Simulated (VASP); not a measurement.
# Cu16H (a cell with a defect) in VASP: single point with PBE

Aim: the single point of Cu16H (a cell with a defect) with PBE.

Program: VASP 6.6.1. These are calculated values, not measurements. Logs are shortened: lines on timing, memory, paths and dates and some standing lists are left out, and cuts for length are marked.

## 1. The cell of the first run

The cell holds a defect, 17 atoms: a = 6.288 Å, b = 6.288 Å, c = 6.288 Å, α = 109.47°, β = 109.47°, γ = 109.47°.

## 2. Single point, PBE

The input, INCAR:

```
SYSTEM = Cu16H
  PREC = Accurate
  ENCUT = 520
  EDIFF = 1E-7
  ISMEAR = 1
  SIGMA = 0.1
  LREAL = Auto
  LASPH = .TRUE.
  NELM = 100
  ALGO = Normal
  ISIF = 2
  LWAVE = .FALSE.
  LCHARG = .FALSE.
  GGA = PE
  NBANDS = 102
```

The input, KPOINTS:

```
regular mesh
0
G
  4 4 4
  0 0 0
```

The input, POSCAR:

```
Cu16H
1.0
   -3.6303500600      3.6303500600      3.6303500600
    3.6303500600     -3.6303500600      3.6303500600
    3.6303500600      3.6303500600     -3.6303500600
Cu H
16 1
Direct
   -0.0024158827      0.0045100334      0.0045090693
   -0.0024538956      0.2493320162      0.7493759431
   -0.0024935612      0.4942582589      0.4943575607
   -0.0024182241      0.7494358547      0.2495116132
    0.2525476841      0.0043384246      0.7494105128
    0.2476470547      0.2494150661      0.4994847522
    0.2475597353      0.4994003250      0.2494507375
    0.2525042998      0.7493302175      0.0044045339
    0.4975933368     -0.0006141281      0.4994332420
    0.4975690967      0.2493393158      0.2494461925
    0.4975257124      0.4993607972     -0.0005448510
    0.4975462339      0.7493912309      0.7494485256
    0.7475564216     -0.0006901538      0.2494081797
    0.7475498107      0.2494223656     -0.0005798339
    0.7425683351      0.4944342750      0.7494928740
    0.7425157231      0.7492898632      0.4944306941
    0.9978229207      0.7494687716      0.7498953145
```

Potentials or basis: VASP PAW PBE potentials, release 64 (Cu, H).

On the command line:

```bash
$ cat potpaw_PBE.64/Cu/POTCAR potpaw_PBE.64/H/POTCAR > POTCAR
$ mpirun -np 1 vasp_std > vasp.out
```

OUTCAR:

```text
SYSTEM = Cu16H
   PREC = Accurate
   ENCUT = 520
   EDIFF = 1E-7
   ISMEAR = 1
   LREAL = Auto
   LASPH = .TRUE.
   NELM = 100
   ISIF = 2
   GGA = PE

 ion  position               nearest neighbor table
   1  0.998  0.005  0.005-   7 2.54  13 2.54  14 2.54   6 2.54   2 2.57  10 2.57  12 2.57   4 2.57
                             5 2.62  15 2.62  16 2.62   8 2.62
   2  0.998  0.249  0.749-   9 2.57  13 2.57  11 2.57   6 2.57   3 2.57   1 2.57  14 2.57   5 2.57
                             8 2.57   7 2.57  16 2.57  15 2.57
   3  0.998  0.494  0.494-  14 2.54  13 2.54   7 2.54   6 2.54  10 2.57   2 2.57   4 2.57  12 2.57
                            16 2.62   8 2.62  15 2.62   5 2.62
   4  0.998  0.749  0.250-  13 2.57   5 2.57   6 2.57   9 2.57   7 2.57  14 2.57  16 2.57  11 2.57
                            15 2.57   3 2.57   8 2.57   1 2.57
   5  0.253  0.004  0.749-  14 2.54   6 2.54   9 2.54  11 2.54   4 2.57  12 2.57   2 2.57  10 2.57
                             8 2.62  16 2.62   1 2.62   3 2.62
   6  0.248  0.249  0.499-  15 2.54   1 2.54   3 2.54   5 2.54  10 2.57  11 2.57   9 2.57  12 2.57
                             4 2.57   2 2.57   7 2.57  13 2.57
   7  0.248  0.499  0.249-   1 2.54  16 2.54   3 2.54   8 2.54  11 2.57   9 2.57  12 2.57  14 2.57
                             4 2.57   6 2.57  10 2.57   2 2.57
   8  0.253  0.749  0.004-   7 2.54  11 2.54   9 2.54  13 2.54  12 2.57   2 2.57  10 2.57   4 2.57
                            15 2.62   5 2.62   3 2.62   1 2.62
   9  0.498  0.999  0.499-  16 2.54   5 2.54   8 2.54  15 2.54  10 2.57   2 2.57   6 2.57   7 2.57
                            14 2.57  13 2.57  12 2.57   4 2.57
  10  0.498  0.249  0.249-   9 2.57   6 2.57   3 2.57  16 2.57  14 2.57  11 2.57  13 2.57   1 2.57
                             8 2.57   7 2.57   5 2.57  15 2.57
  11  0.498  0.499  0.999-  16 2.54   8 2.54  15 2.54   5 2.54  13 2.57   7 2.57  14 2.57   6 2.57
                             2 2.57  10 2.57  12 2.57   4 2.57
  12  0.498  0.749  0.749-  13 2.57   6 2.57   5 2.57   7 2.57   9 2.57  15 2.57  14 2.57  16 2.57
                            11 2.57   8 2.57   1 2.57   3 2.57
  13  0.748  0.999  0.249-   1 2.54   3 2.54  16 2.54   8 2.54   4 2.57  11 2.57  12 2.57   2 2.57
                             9 2.57  10 2.57   6 2.57  14 2.57
  14  0.748  0.249  0.999-   3 2.54  15 2.54   1 2.54   5 2.54  11 2.57   9 2.57  10 2.57   7 2.57
                             4 2.57  12 2.57   2 2.57  13 2.57
  15  0.743  0.494  0.749-   6 2.54  14 2.54  11 2.54   9 2.54  12 2.57   4 2.57  10 2.57   2 2.57
                            16 2.62   8 2.62   3 2.62   1 2.62
  16  0.743  0.749  0.494-   7 2.54  11 2.54   9 2.54  13 2.54  10 2.57   4 2.57  12 2.57   2 2.57
                            15 2.62   3 2.62   5 2.62   1 2.62
  17  0.998  0.749  0.750-

  LATTYP: Found a body centered cubic cell.
 ALAT       =     7.2607001200

  Lattice vectors:

 A1 = (  -3.6303500600,   3.6303500600,   3.6303500600)
 A2 = (   3.6303500600,  -3.6303500600,   3.6303500600)
 A3 = (   3.6303500600,   3.6303500600,  -3.6303500600)

Analysis of symmetry for initial positions (statically):
=====================================================================
 Subroutine PRICEL returns:
 Original cell was already a primitive cell.

[... 172 lines left out ...]
  volume/ion in A,a.u.               =      11.26        75.97
  Fermi-wavevector in a.u.,A,eV,Ry     =   1.595012  3.014137 34.614103  2.544065
  Thomas-Fermi vector in A             =   2.692997
   LORBIT       =      0    0 simple, 1 ext, 2 COOP (PROOUT), +10 PAW based schemes
   GGA     = PE    functional components
   LHFCALC =     F    Hartree Fock is set to
   AEXX    =    0.0000 exact exchange contribution
   IVDW    =     0    specifies the selected vdW correction
   LEPSILON=     F    determine dielectric tensor
   LRPA    =     F    only Hartree local field effects (RPA)
 non-spin polarized calculation
 Methfessel and Paxton  Order N= 1 SIGMA  =   0.10
  energy-cutoff  :      520.00
  volume of cell :      191.38
 maximum number of plane-waves:      5233
 NGX is ok and might be reduce to    48
   NGX = 23   NGY = 23   NGZ = 23

 number of electron     176.9999927 magnetization

 Free energy of the ion-electron system (eV)
  ---------------------------------------------------
  ext. energy  EPLUGINS =         0.00000000
  ---------------------------------------------------
  free energy    TOTEN  =       -62.57646801 eV

  energy without entropy =      -62.57070493  energy(sigma->0) =      -62.57454699

 E-fermi :   7.4546     XC(G=0): -12.7109

 val. band max:        7.4343154471   @ k =   0.2500   0.2500   0.5000
 cond. band min:       7.4621118882   @ k =   0.0000   0.5000   0.5000
 fundamental gap:      0.0277964411
 Fermi energy:         7.4545577798

 k-point     1 :       0.0000    0.0000    0.0000
  band No.  band energies     occupation
      1      -2.4220      2.00000
      2       0.0967      2.00000
      3       2.7275      2.00000
      4       2.7299      2.00000
      5       2.7299      2.00000
      6       2.7671      2.00000
[... 2461 lines left out ...]
     99      12.1894      0.00000
    100      13.0041      0.00000

 [... further k-points ...]

 [bands above 100 left out]

------------------------ aborting loop because EDIFF is reached ----------------------------------------

  FORCE on cell =-STRESS in cart. coord.  units (eV):
  Direction    XX          YY          ZZ          XY          YZ          ZX
  --------------------------------------------------------------------------------------
  -------------------------------------------------------------------------------------
  Total        3.0718695      3.0765036      3.0761828      0.0003595     -0.0006295      0.0003084
  in kB       25.7162615     25.7550563     25.7523709      0.0030095     -0.0052698      0.0025817
  external PRESSURE =      25.7412296 kB  Pullay stress =       0.0000000 kB

 VOLUME and BASIS-vectors are now :
 -----------------------------------------------------------------------------
  energy-cutoff  :      520.00
  volume of cell :      191.38
      direct lattice vectors                 reciprocal lattice vectors
    -3.630350060  3.630350060  3.630350060     0.000000000  0.137727765  0.137727765
     3.630350060 -3.630350060  3.630350060     0.137727765  0.000000000  0.137727765
     3.630350060  3.630350060 -3.630350060     0.137727765  0.137727765  0.000000000

 POSITION                                       TOTAL-FORCE (eV/Angst)
 -----------------------------------------------------------------------------------
     -3.58884      3.62158      3.62158         0.003298      0.000576     -0.000788
      0.00422      5.43678      1.80611         0.000879      0.000211     -0.001017
     -0.03228      3.62166      3.62094        -0.003548      0.000530      0.001487
      0.00496      1.80667      5.43647        -0.001020     -0.000342     -0.000632
      1.81954      3.62171     -1.78804         0.000650      0.000253      0.006738
      1.81972      1.80689     -0.00880         0.000391     -0.001096     -0.001346
[... 9 lines left out ...]
      1.81955      1.77036      3.62082         0.000714     -0.004194      0.001861
      1.82077      3.62400      3.62090        -0.001986     -0.004125      0.000784
 -----------------------------------------------------------------------------------
    total drift:                                0.003889     -0.005345     -0.005519

  FREE ENERGIE OF THE ION-ELECTRON SYSTEM (eV)
  ---------------------------------------------------
  free  energy   TOTEN  =       -62.5764680117 eV

  energy  without entropy=      -62.5707049337  energy(sigma->0) =      -62.57454699
```

OSZICAR:

```text
N       E                     dE             d eps       ncg     rms          rms(c)
DAV:   1     0.188926239540E+04    0.18893E+04   -0.72605E+04  7384   0.309E+03
DAV:   2     0.264975023316E+03   -0.16243E+04   -0.15821E+04  7344   0.635E+02
DAV:   3    -0.560846597159E+02   -0.32106E+03   -0.30203E+03  7352   0.299E+02
DAV:   4    -0.768258737343E+02   -0.20741E+02   -0.19881E+02  8220   0.104E+02
[... 13 lines left out ...]
DAV:  18    -0.625764708774E+02    0.70683E-06   -0.44004E-06  7780   0.296E-02    0.652E-03
DAV:  19    -0.625764695551E+02    0.13223E-05   -0.91521E-07  7962   0.123E-02    0.407E-03
DAV:  20    -0.625764682899E+02    0.12652E-05   -0.76603E-07  7534   0.133E-02    0.105E-03
DAV:  21    -0.625764681114E+02    0.17843E-06   -0.19587E-07  4644   0.585E-03    0.574E-04
DAV:  22    -0.625764680117E+02    0.99772E-07   -0.73591E-08  4080   0.367E-03
   1 F= -.62576468E+02 E0= -.62574547E+02  d E =-.576308E-02
```

stdout:

```text
POSCAR found type information on POSCAR CuH
 POSCAR found :  2 types and      17 ions
 scaLAPACK will be used
 LDA part: xc-table for (Slater+PW92), standard interpolation
 POSCAR, INCAR and KPOINTS ok, starting setup
 FFT: planning ... GRIDC
 FFT: planning ... GRID_SOFT
 FFT: planning ... GRID
 WAVECAR not read
 entering main loop
```

Run time: 37 min. Hardware: 1 thread of Oxide Virtual Turin-like, shared host; peak memory 0.57 GiB.

What came out:

* Free energy: -62.5765 eV
* Pressure: 2.6 GPa
* Largest force: 0.009 eV/Å
* Band gap on the k mesh: zero (an odd number of electrons rules out a gap without spin polarisation)

Forces on the atoms (eV/Å):
```
Cu   0.003  0.001 -0.001
Cu   0.001  0.000 -0.001
Cu  -0.004  0.001  0.001
Cu  -0.001  0.000 -0.001
Cu   0.001  0.000  0.007
Cu   0.000 -0.001 -0.001
Cu   0.000  0.000  0.000
Cu   0.000  0.009  0.001
Cu   0.000  0.000 -0.001
Cu   0.000 -0.001  0.000
Cu   0.000  0.000  0.000
Cu   0.000  0.000  0.000
Cu   0.001 -0.001  0.000
Cu   0.000  0.000 -0.001
Cu  -0.001  0.001 -0.006
Cu   0.001 -0.004  0.002
H   -0.002 -0.004  0.001
```

Levels at points of the mesh, in eV from the Fermi level:
```
           k point  band 87  band 88  band 89  band 90  band 91  band 92
(0.00, 0.00, 0.00)    -0.29    -0.29    -0.24    -0.24    -0.23    -0.23
(0.50, 0.00, 0.00)     0.01     0.17     0.24     0.28     1.40     2.03
(0.00, 0.50, 0.00)     0.01     0.17     0.24     0.28     1.40     2.03
(0.00, 0.00, 0.50)     0.01     0.17     0.24     0.28     1.40     2.03
(0.50, 0.00, 0.50)     0.01     0.17     0.24     0.28     1.40     2.03
(0.50, 0.50, 0.00)     0.01     0.17     0.24     0.28     1.40     2.03
(0.00, 0.50, 0.50)     0.01     0.17     0.24     0.28     1.40     2.03
(0.50, 0.50, 0.50)    -1.38    -0.90    -0.90    -0.90     3.63     3.63
```
